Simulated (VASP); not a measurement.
# C18N in VASP: single point with LDA

Aim: the single point of C18N with LDA.

All numbers are computed with VASP 6.6.1; they aren't measurements. Logs are shortened: lines on timing, memory, paths and dates and some standing lists are left out, and cuts for length are marked.

## Step 1: The cell of the first run

The cell holds a slab with vacuum, 19 atoms: a = 7.398 Å, b = 7.398 Å, c = 13.000 Å, α = 90.00°, β = 90.00°, γ = 120.00°.

## Step 2: Single point, LDA, collinear spin, ferromagnetic start

File INCAR:

```
PREC = Accurate ; ENCUT = 520
EDIFF = 1E-7 ; ISMEAR = 0
SIGMA = 0.02 ; LREAL = Auto
LASPH = T ; NELM = 150
ALGO = Normal ; ISIF = 2
LWAVE = F ; LCHARG = T
ISPIN = 2 ; MAGMOM = 0 0 0 0 0 0 0 0 0 0 0 0 0 0 0 0 0 0 0.25
LORBIT = 11 ; GGA = CA
LELF = T ; LVHAR = T
NBANDS = 58
```

File KPOINTS:

```
regular mesh
0
Gamma
  2 2 1
```

File POSCAR:

```
C18N
1.0
    7.3980000000      0.0000000000      0.0000000000
   -3.6990000000      6.4068560000      0.0000000000
    0.0000000000      0.0000000000     13.0000000000
C N
18 1
Direct
    0.0018837901      0.0066645793      0.0788349231
    0.2237870002      0.1193917890      0.0729528462
    0.0025811937      0.3404362452      0.0880485385
    0.2335646710      0.4564269901      0.0895144615
    0.0005433876      0.6746839636      0.0676175385
    0.2178284338      0.7907614905      0.0604296154
    0.3338867078      0.0080167246      0.0676807692
    0.5582979898      0.1154686480      0.0768553077
    0.3404341385      0.3390904993      0.0740683077
    0.5606718530      0.4479003430      0.0701537692
    0.3293439512      0.6790517845      0.0692743077
    0.5518833114      0.7747355333      0.0899753846
    0.6679902982      0.0058724591      0.0883465385
    0.8900010756      0.1184357819      0.0874403077
    0.6715890502      0.3369677733      0.0734096923
    0.8930736460      0.4502621879      0.0767218462
    0.6694405945      0.6680785396      0.0742395385
    0.8891534610      0.7847513663      0.0730229231
    0.3643203680      0.6441981839      0.1767983077
```

Potentials or basis: VASP PAW LDA potentials, release 64 (C, N).

Started as:

```console
cat potpaw_LDA.64/C/POTCAR potpaw_LDA.64/N/POTCAR > POTCAR
mpirun -np 1 vasp_std > vasp.out
```

OUTCAR:

```text
PREC = Accurate
   ENCUT = 520
   EDIFF = 1E-7
   ISMEAR = 0
   LREAL = Auto
   LASPH = T
   NELM = 150
   ISIF = 2
   ISPIN = 2
   LORBIT = 11
   GGA = CA

 ion  position               nearest neighbor table
   1  0.002  0.007  0.079-   2 1.42  18 1.42  14 1.44
   2  0.224  0.119  0.073-   9 1.41   7 1.42   1 1.42
   3  0.003  0.340  0.088-  16 1.41  14 1.42   4 1.48
   4  0.234  0.456  0.090-   9 1.45  11 1.45   3 1.48  19 1.68
   5  0.001  0.675  0.068-   6 1.40  18 1.42  16 1.44
   6  0.218  0.791  0.060-   7 1.40   5 1.40  11 1.43
   7  0.334  0.008  0.068-   6 1.40   2 1.42   8 1.44
   8  0.558  0.115  0.077-  13 1.41  15 1.42   7 1.44
   9  0.340  0.339  0.074-   2 1.41  10 1.41   4 1.45
  10  0.561  0.448  0.070-  17 1.41   9 1.41  15 1.42
  11  0.329  0.679  0.069-   6 1.43   4 1.45  12 1.46  19 1.47
  12  0.552  0.775  0.090-  17 1.45  11 1.46  13 1.48  19 1.67
  13  0.668  0.006  0.088-   8 1.41  14 1.42  12 1.48
  14  0.890  0.118  0.087-   3 1.42  13 1.42   1 1.44
  15  0.672  0.337  0.073-  16 1.42   8 1.42  10 1.42
  16  0.893  0.450  0.077-   3 1.41  15 1.42   5 1.44
  17  0.669  0.668  0.074-  18 1.41  10 1.41  12 1.45
  18  0.889  0.785  0.073-  17 1.41   5 1.42   1 1.42
  19  0.364  0.644  0.177-  11 1.47  12 1.67   4 1.68

  LATTYP: Found a hexagonal cell.
 ALAT       =     7.3980000000
 C/A-ratio  =     1.7572316842

  Lattice vectors:

 A1 = (   7.3980000000,   0.0000000000,   0.0000000000)
 A2 = (  -3.6990000000,   6.4068560000,   0.0000000000)
 A3 = (   0.0000000000,   0.0000000000,  13.0000000000)

Analysis of symmetry for initial positions (statically):
=====================================================================
 Subroutine PRICEL returns:
 Original cell was already a primitive cell.

 Routine SETGRP: Setting up the symmetry group for a
 hexagonal supercell.

 Subroutine GETGRP returns: Found  1 space group operations
 (whereof  1 operations were pure point group operations)
 out of a pool of 24 trial point group operations.

The static configuration has the point symmetry C_1 .

Analysis of symmetry for dynamics (positions and initial velocities):
=====================================================================
 Subroutine PRICEL returns:
 Original cell was already a primitive cell.

 Routine SETGRP: Setting up the symmetry group for a
 hexagonal supercell.

 Subroutine GETGRP returns: Found  1 space group operations
 (whereof  1 operations were pure point group operations)
 out of a pool of 24 trial point group operations.

The dynamic configuration has the point symmetry C_1 .

Analysis of structural, dynamic, and magnetic symmetry:
=====================================================================
 Subroutine PRICEL returns:
 Original cell was already a primitive cell.

 Routine SETGRP: Setting up the symmetry group for a
 hexagonal supercell.

 Subroutine GETGRP returns: Found  1 space group operations
 (whereof  1 operations were pure point group operations)
 out of a pool of 24 trial point group operations.

The overall configuration has the point symmetry C_1 .

 Subroutine INISYM returns: Found  1 space group operations
 (whereof  1 operations are pure point group operations),
 and found     1 'primitive' translations

----------------------------------------------------------------------------------------

                                     Primitive cell

  volume of cell :     616.1730

  direct lattice vectors                    reciprocal lattice vectors
     7.398000000  0.000000000  0.000000000     0.135171668  0.078041398  0.000000000
    -3.699000000  6.406856000  0.000000000     0.000000000  0.156082796  0.000000000
     0.000000000  0.000000000 13.000000000     0.000000000  0.000000000  0.076923077

  length of vectors
     7.398000000  7.398000054 13.000000000     0.156082797  0.156082796  0.076923077

  position of ions in fractional coordinates (direct lattice)
     0.001883790  0.006664579  0.078834923
     0.223787000  0.119391789  0.072952846
[... 73 lines left out ...]
   number of dos      NEDOS =    301   number of ions     NIONS =     19
   total plane-waves  NPLWV = 307328
   dimension x,y,z NGX =    56 NGY =   56 NGZ =   98
   dimension x,y,z NGXF=   112 NGYF=  112 NGZF=  196
   ions per type =              18   1
   NGX,Y,Z   is equivalent  to a cutoff of  12.58, 12.58, 12.53 a.u.
   NGXF,Y,Z  is equivalent  to a cutoff of  25.17, 25.17, 25.06 a.u.
 SYSTEM =  unknown system
   PREC   = accura    normal or accurate (medium, high low for compatibility)
   ISTART =      0    job   : 0-new  1-cont  2-samecut
   ICHARG =      2    charge: 1-file 2-atom 10-const
   ISPIN  =      2    spin polarized calculation?
   LNONCOLLINEAR =      F non collinear calculations
   LSORBIT =      F    spin-orbit coupling
   LASPH  =      T    aspherical Exc in radial PAW
   ENCUT  =  520.0 eV  38.22 Ry    6.18 a.u.  13.76 13.76 24.17*2*pi/ulx,y,z
   NELM   =    150;   NELMIN=  2; NELMDL= -5     # of ELM steps
   EDIFF  = 0.1E-06   stopping-criterion for ELM
   LREAL  =      T    real-space projection
   EDIFFG = 0.1E-05   stopping-criterion for IOM
   NSW    =      0    number of steps for IOM
   IBRION =     -1    ionic relax: 0-MD 1-quasi-New 2-CG
   NFREE  =      0    steps in history (QN), initial steepest desc. (CG)
   ISIF   =      2    stress and relaxation
   ISYM   =      2    0-nonsym 1-usesym 2-fastsym
   POTIM  = 0.5000    time-step for ionic-motion
   TEBEG  =    0.0;   TEEND  =   0.0 temperature during run
   PSTRESS=    0.0 pullay stress
   NELECT =      77.0000    total number of electrons
   NUPDOWN=      -1.0000    fix difference up-down
   EMIN   =  10.00;   EMAX   =-10.00  energy-range for DOS
   EFERMI =   0.00;   METHOD = LEGACY
   ISMEAR =     0;   SIGMA  =   0.02  broadening in eV -4-tet -1-fermi 0-gaus
   EFERMI_NEDOS =   21; number of points for ismear=-14 and -15
   IALGO  =     38    algorithm
   IMIX   =      4    mixing-type and parameters
     AMIX     =   0.40;   BMIX     =  1.00
     AMIX_MAG =   1.60;   BMIX_MAG =  1.00
  volume/ion in A,a.u.               =      32.43       218.85
  Fermi-wavevector in a.u.,A,eV,Ry     =   0.818473  1.546689  9.114509  0.669898
  Thomas-Fermi vector in A             =   1.929106
   LORBIT       =     11    0 simple, 1 ext, 2 COOP (PROOUT), +10 PAW based schemes
   GGA     = CA    functional components
   LHFCALC =     F    Hartree Fock is set to
   AEXX    =    0.0000 exact exchange contribution
   IVDW    =     0    specifies the selected vdW correction
   LEPSILON=     F    determine dielectric tensor
   LRPA    =     F    only Hartree local field effects (RPA)
 spin polarized calculation
 Gauss-broadening in eV      SIGMA  =   0.02
  energy-cutoff  :      520.00
  volume of cell :      616.17
 maximum number of plane-waves:     16651
 NGX is ok and might be reduce to    56
   NGX = 27   NGY = 27   NGZ = 49

 number of electron      77.0000000 magnetization       0.9999959

 Free energy of the ion-electron system (eV)
  ---------------------------------------------------
  ext. energy  EPLUGINS =         0.00000000
  ---------------------------------------------------
  free energy    TOTEN  =      -185.14729054 eV

  energy without entropy =     -185.14729054  energy(sigma->0) =     -185.14729054

 E-fermi :  -2.3671     XC(G=0):  -3.5580

 val. band max:       -2.4608530854   @ k =   0.5000   0.5000   0.0000
 cond. band min:      -2.2484045984   @ k =   0.0000   0.5000   0.0000
 fundamental gap:      0.2124484871
 Fermi energy:        -2.3670993204

 spin component 1

 k-point     1 :       0.0000    0.0000    0.0000
  band No.  band energies     occupation
      1     -23.6527      1.00000
      2     -21.0715      1.00000
      3     -19.3199      1.00000
      4     -19.2222      1.00000
      5     -19.1826      1.00000
      6     -19.1238      1.00000
[... 201 lines left out ...]
     49       3.4512      0.00000
     50       3.8602      0.00000
 Fermi energy:        -2.3670993204

 spin component 2

 k-point     1 :       0.0000    0.0000    0.0000
  band No.  band energies     occupation
      1     -23.5545      1.00000
      2     -21.0096      1.00000
      3     -19.2670      1.00000
      4     -19.1451      1.00000
      5     -19.1153      1.00000
      6     -19.0612      1.00000
[... 201 lines left out ...]
     49       3.4821      0.00000
     50       3.9137      0.00000
 [bands above 50 left out]

------------------------ aborting loop because EDIFF is reached ----------------------------------------

  FORCE on cell =-STRESS in cart. coord.  units (eV):
  Direction    XX          YY          ZZ          XY          YZ          ZX
  --------------------------------------------------------------------------------------
  -------------------------------------------------------------------------------------
  Total       -3.5198468    -10.8172278      0.0605982     -6.3573342      0.0132924      0.0184567
  in kB       -9.1523307    -28.1270326      0.1575678    -16.5303855      0.0345630      0.0479913
  external PRESSURE =     -12.3739318 kB  Pullay stress =       0.0000000 kB

 VOLUME and BASIS-vectors are now :
 -----------------------------------------------------------------------------
  energy-cutoff  :      520.00
  volume of cell :      616.17
      direct lattice vectors                 reciprocal lattice vectors
     7.398000000  0.000000000  0.000000000     0.135171668  0.078041398  0.000000000
    -3.699000000  6.406856000  0.000000000     0.000000000  0.156082796  0.000000000
     0.000000000  0.000000000 13.000000000     0.000000000  0.000000000  0.076923077

 POSITION                                       TOTAL-FORCE (eV/Angst)
 -----------------------------------------------------------------------------------
     -0.01072      0.04270      1.02485        -0.009591      0.002466      0.017586
      1.21395      0.76493      0.94839         0.002562      0.028566      0.011759
     -1.24018      2.18113      1.14463         0.010049      0.007576      0.020622
      0.03959      2.92426      1.16369        -0.009730     -0.053878     -0.005261
     -2.49164      4.32260      0.87903         0.015840     -0.003754     -0.022967
     -1.31353      5.06629      0.78559         0.033665     -0.021903     -0.051853
[... 11 lines left out ...]
      3.67516      5.02779      0.94930        -0.033894     -0.012582      0.010125
      0.31235      4.12728      2.29838         0.019165      0.015303      0.137065
 -----------------------------------------------------------------------------------
    total drift:                               -0.015087     -0.003882      0.004412

  FREE ENERGIE OF THE ION-ELECTRON SYSTEM (eV)
  ---------------------------------------------------
  free  energy   TOTEN  =      -185.1472905404 eV

  energy  without entropy=     -185.1472905404  energy(sigma->0) =     -185.14729054

 total charge

# of ion       s       p       d       tot
------------------------------------------
    1        0.849   1.785   0.000   2.634
    2        0.855   1.799   0.000   2.654
    3        0.845   1.771   0.000   2.616
    4        0.830   1.735   0.000   2.564
    5        0.853   1.802   0.000   2.655
    6        0.863   1.814   0.000   2.677
[... 11 lines left out ...]
   18        0.855   1.799   0.000   2.654
   19        1.315   2.272   0.000   3.587
--------------------------------------------------
tot         16.616  34.444   0.000  51.060

 magnetization (x)

# of ion       s       p       d       tot
------------------------------------------
    1        0.003   0.073   0.000   0.076
    2       -0.002  -0.016   0.000  -0.018
    3        0.003   0.066   0.000   0.069
    4       -0.001  -0.009   0.000  -0.010
    5        0.002   0.054   0.000   0.057
    6       -0.001  -0.015   0.000  -0.016
[... 11 lines left out ...]
   18       -0.002  -0.016   0.000  -0.018
   19        0.003   0.134   0.000   0.136
--------------------------------------------------
tot          0.012   0.552   0.000   0.564
```

It took 6.7 min on 1 thread of Intel Xeon 6975P-C (Granite Rapids), shared host; peak memory 0.62 GiB.

What came out:

```
Free energy                                           : -185.1473 eV
Largest force                                         : 0.210 eV/Å
Band gap on the k mesh                                : 0.21 eV (least direct gap 0.28 eV)
Net moment                                            : 1.00 μB per cell
Site moments                                          : C +0.08, -0.02, +0.07, -0.01, +0.06, +0.10, +0.03, +0.01 (each value once); N +0.14 μB
Valence electrons inside the program's atomic spheres : C 2.63, 2.65, 2.62, 2.56, 2.68, 2.66, 2.67 (each value once); N 3.59
```

Forces in eV/Å, atoms in the order of the input:
```
C   -0.010  0.002  0.018
C    0.003  0.029  0.012
C    0.010  0.008  0.021
C   -0.010 -0.054 -0.005
C    0.016 -0.004 -0.023
C    0.034 -0.022 -0.052
C    0.010 -0.017 -0.018
C    0.008 -0.022  0.009
C   -0.012  0.024  0.015
C    0.000  0.001  0.002
C   -0.065  0.030 -0.197
C    0.049  0.026 -0.006
C   -0.009 -0.013  0.021
C   -0.005  0.007  0.031
C    0.011 -0.002  0.013
C    0.016 -0.001  0.009
C   -0.030  0.005  0.004
C   -0.034 -0.013  0.010
N    0.019  0.015  0.137
```

Levels at points of the mesh, in eV from the valence-band top:
Spin up:
```
           k point  band 37  band 38  band 39  band 40  band 41  band 42
(0.00, 0.00, 0.00)    -1.74    -0.64    -0.03     0.60     2.20     3.38
(0.50, 0.00, 0.00)    -2.36    -1.10    -0.09     1.24     2.26     2.48
(0.00, 0.50, 0.00)    -2.36    -1.11    -0.09     1.24     2.27     2.48
(0.50, 0.50, 0.00)    -2.28    -1.15     0.00     1.59     2.32     2.56
```
Spin down:
```tsv
k point	band 35	band 36	band 37	band 38	band 39	band 40	band 41	band 42
(0.00, 0.00, 0.00)	-2.86	-1.82	-1.61	-0.54	0.25	0.69	2.37	3.47
(0.50, 0.00, 0.00)	-2.61	-2.44	-2.30	-0.96	0.22	1.33	2.33	2.60
(0.00, 0.50, 0.00)	-2.61	-2.44	-2.30	-0.96	0.21	1.34	2.33	2.60
(0.50, 0.50, 0.00)	-2.72	-2.47	-2.19	-1.01	0.29	1.68	2.42	2.71
```

Caveat: the k points lie up to 0.49 Å⁻¹ apart; there is no dipole correction, which matters where the two faces differ.
